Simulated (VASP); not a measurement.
# Pd (Fm-3m) in VASP: settings compared

Pd is run at these levels: BLYP+D4, SVWN5, PBE+D4; tasks: single point.

Everything below comes from runs of VASP 6.6.1. Logs are shortened: lines on timing, memory, paths and dates and some standing lists are left out, and cuts for length are marked.

**1. The cell of the first run**

Symmetry: Fm-3m, No. 225, cubic system. Conventional cell: a = 3.814 Å, b = 3.814 Å, c = 3.814 Å, α = 90.00°, β = 90.00°, γ = 90.00°. Within 3.6 Å of Pd (site symmetry m-3m) lie 12 Pd at 2.70 Å.

**2. Single point, BLYP+D4**

The input, INCAR:

```
PREC     = Accurate       # precision mode
ENCUT    = 520            # plane-wave cutoff, eV
EDIFF    = 1E-6           # SCF threshold, eV
ISMEAR   = -1             # smearing method
SIGMA    = 0.05           # smearing width, eV
LREAL    = F              # projectors in reciprocal space
LASPH    = T              # aspherical terms in the spheres
NELM     = 80             # most SCF steps
ALGO     = Normal         # electronic algorithm
ISIF     = 2              # what is computed and relaxed
LWAVE    = F              # write WAVECAR
LCHARG   = F              # write CHGCAR
GGA      = B5             # functional
ALDAX    = 1.0          
AGGAX    = 1.0          
AGGAC    = 1.0          
ALDAC    = 0.0          
IVDW     = 13             # dispersion correction
VDW_S6   = 1.0          
VDW_S8   = 2.34076671   
VDW_A1   = 0.44488865   
VDW_A2   = 4.0933009    
NBANDS   = 11             # bands
```

The input, KPOINTS:

```
Automatic mesh
0
Gamma
  12 12 12
```

The input, POSCAR:

```
Pd
1.0
    0.0000000000      1.9067643606      1.9067643606
    1.9067643606      0.0000000000      1.9067643606
    1.9067643606      1.9067643606      0.0000000000
Pd
1
Direct
    0.0000000000      0.0000000000      0.0000000000
```

Potentials or basis: VASP PAW PBE potentials, release 64 (Pd).

Started as:

```console
cat potpaw_PBE.64/Pd/POTCAR > POTCAR
mpirun -np 1 vasp_std > vasp.out
```

OUTCAR:

```text
PREC = Accurate
   ENCUT = 520
   EDIFF = 1E-6
   ISMEAR = -1
   LREAL = F
   LASPH = T
   NELM = 80
   ISIF = 2
   GGA = B5
   IVDW = 13

 ion  position               nearest neighbor table
   1  0.000  0.000  0.000-

  LATTYP: Found a face centered cubic cell.
 ALAT       =     3.8135287212

  Lattice vectors:

 A1 = (   0.0000000000,   1.9067643606,   1.9067643606)
 A2 = (   1.9067643606,   0.0000000000,   1.9067643606)
 A3 = (   1.9067643606,   1.9067643606,   0.0000000000)

Analysis of symmetry for initial positions (statically):
[... 33 lines left out ...]
                                     Primitive cell

  volume of cell :      13.8650

  direct lattice vectors                    reciprocal lattice vectors
     0.000000000  1.906764361  1.906764361    -0.262224326  0.262224326  0.262224326
     1.906764361  0.000000000  1.906764361     0.262224326 -0.262224326  0.262224326
     1.906764361  1.906764361  0.000000000     0.262224326  0.262224326 -0.262224326

  length of vectors
     2.696572019  2.696572019  2.696572019     0.454185856  0.454185856  0.454185856

  position of ions in fractional coordinates (direct lattice)
     0.000000000  0.000000000  0.000000000

  ion indices of the primitive-cell ions
   primitive index   ion index
                 1           1

----------------------------------------------------------------------------------------

 KPOINTS: Automatic mesh

Automatic generation of k-mesh.
 Grid dimensions read from file:
 generate k-points for:   12   12   12

 Generating k-lattice:

  Cartesian coordinates                     Fractional coordinates (reciprocal lattice)
    -0.021852027  0.021852027  0.021852027     0.083333333  0.000000000  0.000000000
     0.021852027 -0.021852027  0.021852027     0.000000000  0.083333333  0.000000000
     0.021852027  0.021852027 -0.021852027     0.000000000  0.000000000  0.083333333

  Length of vectors
     0.037848821  0.037848821  0.037848821

  Shift w.r.t. Gamma in fractional coordinates (k-lattice)
     0.000000000  0.000000000  0.000000000

 Subroutine IBZKPT returns following result:
 ===========================================

 Found     72 irreducible k-points:

 Following reciprocal coordinates:
            Coordinates               Weight
  0.000000  0.000000  0.000000      1.000000
  0.083333  0.000000  0.000000      8.000000
  0.166667  0.000000  0.000000      8.000000
  0.250000  0.000000  0.000000      8.000000
  0.333333  0.000000  0.000000      8.000000
[... 41 lines left out ...]
   NSW    =      0    number of steps for IOM
   IBRION =     -1    ionic relax: 0-MD 1-quasi-New 2-CG
   NFREE  =      0    steps in history (QN), initial steepest desc. (CG)
   ISIF   =      2    stress and relaxation
   ISYM   =      2    0-nonsym 1-usesym 2-fastsym
   POTIM  = 0.5000    time-step for ionic-motion
   TEBEG  =    0.0;   TEEND  =   0.0 temperature during run
   PSTRESS=    0.0 pullay stress
   NELECT =      10.0000    total number of electrons
   NUPDOWN=      -1.0000    fix difference up-down
   EMIN   =  10.00;   EMAX   =-10.00  energy-range for DOS
   EFERMI =   0.00;   METHOD = LEGACY
   ISMEAR =    -1;   SIGMA  =   0.05  broadening in eV -4-tet -1-fermi 0-gaus
   EFERMI_NEDOS =   21; number of points for ismear=-14 and -15
   IALGO  =     38    algorithm
   IMIX   =      4    mixing-type and parameters
     AMIX     =   0.40;   BMIX     =  1.00
     AMIX_MAG =   1.60;   BMIX_MAG =  1.00
  volume/ion in A,a.u.               =      13.87        93.57
  Fermi-wavevector in a.u.,A,eV,Ry     =   1.468141  2.774384 29.326520  2.155438
  Thomas-Fermi vector in A             =   2.583674
   LORBIT       =      0    0 simple, 1 ext, 2 COOP (PROOUT), +10 PAW based schemes
   GGA     = B5    functional components
   LHFCALC =     F    Hartree Fock is set to
   AEXX    =    0.0000 exact exchange contribution
   IVDW    =    13    specifies the selected vdW correction
   LEPSILON=     F    determine dielectric tensor
   LRPA    =     F    only Hartree local field effects (RPA)
 non-spin polarized calculation
  energy-cutoff  :      520.00
  volume of cell :       13.87
 maximum number of plane-waves:       388
   NGX =  9   NGY =  9   NGZ =  9

 number of electron      10.0000004 magnetization

 Free energy of the ion-electron system (eV)
  ---------------------------------------------------
  ext. energy  EPLUGINS =         0.00000000
  ---------------------------------------------------
  free energy    TOTEN  =        -4.16231645 eV

  energy without entropy =       -4.14450270  energy(sigma->0) =       -4.15340957

 E-fermi :  11.3702     XC(G=0): -12.9235

 val. band max:       11.3701399228   @ k =  -0.4167   0.4167   0.1667
 cond. band min:      11.3756893002   @ k =   0.5000   0.0833   0.0000
 fundamental gap:      0.0055493774
 Fermi energy:        11.3701655588

 k-point     1 :       0.0000    0.0000    0.0000
  band No.  band energies     occupation
      1       3.9399      2.00000
      2       8.2428      2.00000
      3       8.2428      2.00000
      4       8.2428      2.00000
      5      10.0134      2.00000
      6      10.0134      2.00000
      7      28.9117      0.00000
      8      33.8818      0.00000
      9      33.8818      0.00000
     10      33.8818      0.00000
     11      36.9973      0.00000
[... 309 lines left out ...]
 k-point    24 :      -0.4167    0.1667    0.0000
  band No.  band energies     occupation
      1       6.2947      2.00000
      2       7.7291      2.00000
      3       8.7753      2.00000
      4       9.3140      2.00000
      5      11.1093      1.98921
      6      15.3110      0.00000
      7      19.5228      0.00000
      8      27.9197      0.00000
      9      30.8768      0.00000
     10      32.0573      0.00000
     11      37.0422      0.00000

 [... further k-points ...]

------------------------ aborting loop because EDIFF is reached ----------------------------------------

  DFT-D4 for vdW energy calculation

  Edisp (eV):   -1.00675

  FORCE on cell =-STRESS in cart. coord.  units (eV):
  Direction    XX          YY          ZZ          XY          YZ          ZX
  --------------------------------------------------------------------------------------
  -------------------------------------------------------------------------------------
  Total       2.04436     2.04436     2.04436     0.00000    -0.00000     0.00000
  in kB     236.23616   236.23616   236.23616     0.00000    -0.00000     0.00000
  external pressure =      236.24 kB  Pullay stress =        0.00 kB

 VOLUME and BASIS-vectors are now :
 -----------------------------------------------------------------------------
  energy-cutoff  :      520.00
  volume of cell :       13.87
      direct lattice vectors                 reciprocal lattice vectors
     0.000000000  1.906764361  1.906764361    -0.262224326  0.262224326  0.262224326
     1.906764361  0.000000000  1.906764361     0.262224326 -0.262224326  0.262224326
     1.906764361  1.906764361  0.000000000     0.262224326  0.262224326 -0.262224326

 POSITION                                       TOTAL-FORCE (eV/Angst)
 -----------------------------------------------------------------------------------
      0.00000      0.00000      0.00000         0.000000      0.000000      0.000000
 -----------------------------------------------------------------------------------
    total drift:                               -0.000000     -0.000000     -0.000000

  FREE ENERGIE OF THE ION-ELECTRON SYSTEM (eV)
  ---------------------------------------------------
  free  energy   TOTEN  =        -5.1690691941 eV

  energy  without entropy=       -5.1512554426  energy(sigma->0) =       -5.16016232
```

stdout:

```text
POSCAR found type information on POSCAR Pd
 POSCAR found :  1 types and       1 ions
 scaLAPACK will be used
 -----------------------------------------------------------------------------
|                                                                             |
|                                                                             |
|     You enforced a specific xc type in the INCAR file but a different       |
|     I HOPE YOU KNOW WHAT YOU ARE DOING!                                     |
|                                                                             |
 -----------------------------------------------------------------------------

 LDA part: xc-table for (Slater(with rela. corr.)+VWN5), standard interpolation
 POSCAR, INCAR and KPOINTS ok, starting setup
 FFT: planning ... GRIDC
 FFT: planning ... GRID_SOFT
 FFT: planning ... GRID
 WAVECAR not read
 entering main loop
```

Run time: 9.6 s. Hardware: 1 thread of AMD EPYC 7R13 (Zen 3), shared host; peak memory 0.1 GiB.

What came out:

- Free energy: -5.1691 eV
- Pressure: 23.6 GPa
- Band gap on the k mesh: zero (band 5 reaches 11.72 eV, above the bottom of band 6 at 9.94 eV)
- Dispersion energy per atom: -1.007 eV

Caveat: the PAW data sets were made with another functional, which shifts forces and pressure a little; pairwise dispersion overbinds metals, which lowers pressure and volume.

**3. Single point, SVWN5**

The input, INCAR:

```
PREC = Accurate ; ENCUT = 520
EDIFF = 1E-6 ; ISMEAR = -1
SIGMA = 0.05 ; LREAL = F
LASPH = T ; NELM = 80
ALGO = Normal ; ISIF = 2
LWAVE = F ; LCHARG = F
GGA = VW ; NBANDS = 11
```

The input, KPOINTS:

```
regular mesh
0
Gamma
  12 12 12
```

POSCAR is that of step 2.

Potentials or basis: VASP PAW PBE potentials, release 64 (Pd).

Started as:

```console
cat potpaw_PBE.64/Pd/POTCAR > POTCAR
mpirun -np 1 vasp_std > vasp.out
```

Wall time 6 s (1 thread of AMD EPYC 7R13 (Zen 3), shared host); peak memory 0.09 GiB.

Results (log left out):

```yaml
Free_energy: -6.4963 eV
Pressure: 4.0 GPa
Band_gap_on_the_k_mesh: zero (band 5 reaches 10.83 eV, above the bottom of band 6 at 9.07 eV)
```

Levels at points of the mesh, in eV from the Fermi level:
| k point | band 1 | band 2 | band 3 | band 4 | band 5 | band 6 | band 7 | band 8 | band 9 | band 10 |
| --- | --- | --- | --- | --- | --- | --- | --- | --- | --- | --- |
| (0.00, 0.00, 0.00) | -7.73 | -3.15 | -3.15 | -3.15 | -1.33 | -1.33 | 17.25 | 22.31 | 22.31 | 22.31 |
| (0.50, 0.00, 0.00) | -5.84 | -3.19 | -3.19 | 0.00 | 0.00 | 0.83 | 7.75 | 16.63 | 21.58 | 21.58 |
| (0.50, 0.50, 0.00) | -5.95 | -5.65 | -0.01 | 0.35 | 0.35 | 3.27 | 11.37 | 13.44 | 13.44 | 22.38 |

Caveat: the PAW data sets were made with another functional, which shifts forces and pressure a little.

**4. Single point, PBE+D4**

This run uses another cell than the first one, of 14.16 Å³/atom, 1.021 times its volume.

The input, INCAR:

```
SYSTEM = Pd
PREC     = Accurate       ! precision mode
ENCUT    = 520            ! plane-wave cutoff, eV
EDIFF    = 1E-6           ! SCF threshold, eV
ISMEAR   = -1             ! smearing method
SIGMA    = 0.05           ! smearing width, eV
LREAL    = .FALSE.        ! projectors in reciprocal space
LASPH    = .TRUE.         ! aspherical terms in the spheres
NELM     = 80             ! most SCF steps
ALGO     = Normal         ! electronic algorithm
ISIF     = 2              ! what is computed and relaxed
LWAVE    = .FALSE.        ! write WAVECAR
LCHARG   = .FALSE.        ! write CHGCAR
GGA      = PE             ! functional
IVDW     = 13             ! dispersion correction
NBANDS   = 11             ! bands
```

The input, KPOINTS:

```
Automatic mesh
0
G
  12 12 12
  0 0 0
```

The input, POSCAR:

```
Pd
1.0
    0.0000000000      1.9201927211      1.9201927211
    1.9201927211      0.0000000000      1.9201927211
    1.9201927211      1.9201927211      0.0000000000
Pd
1
Direct
    0.0000000000      0.0000000000      0.0000000000
```

Started as:

```console
cat potpaw_PBE.64/Pd/POTCAR > POTCAR
mpirun -np 1 vasp_std > vasp.out
```

It took 7.3 s on 1 thread of AMD EPYC 7R13 (Zen 3), shared host; peak memory 0.1 GiB.

It converged, with:

```
Free energy                : -5.6905 eV
Pressure                   : 10.4 GPa
Band gap on the k mesh     : zero (band 5 reaches 10.79 eV, above the bottom of band 6 at 9.09 eV)
Dispersion energy per atom : -0.512 eV
```

Levels at points of the mesh, in eV from the Fermi level:
```tsv
k point	band 2	band 3	band 4	band 5	band 6	band 7	band 8	band 9
(0.00, 0.00, 0.00)	-3.01	-3.01	-3.01	-1.29	-1.29	17.24	22.25	22.25
(0.50, 0.00, 0.00)	-3.06	-3.06	0.00	0.00	0.96	7.69	16.61	21.54
(0.50, 0.50, 0.00)	-5.42	-0.03	0.34	0.34	3.38	11.24	13.47	13.47
```

Caveat: pairwise dispersion overbinds metals, which lowers pressure and volume.

**5. Summary**

```tsv
level	cell	gap on the mesh (eV)	pressure (GPa)
BLYP+D4	a = 2.697 Å, angles 60.0°, 1 atom	none	23.6
SVWN5	a = 2.697 Å, angles 60.0°, 1 atom	none	4.0
PBE+D4	a = 2.716 Å, angles 60.0°, 1 atom	none	10.4
```

Alike in all rows: task single point; potentials or basis VASP PAW PBE potentials, release 64 (Pd); no spin polarisation; k mesh 12 × 12 × 12; cutoff (eV) 520; smearing fermi-dirac 0.05 eV.

Caveats: the PAW data sets were made with another functional, which shifts forces and pressure a little (some runs); pairwise dispersion overbinds metals, which lowers pressure and volume (some runs).

Total energies depend on the potentials used, so only differences within one code and one set of settings carry meaning.
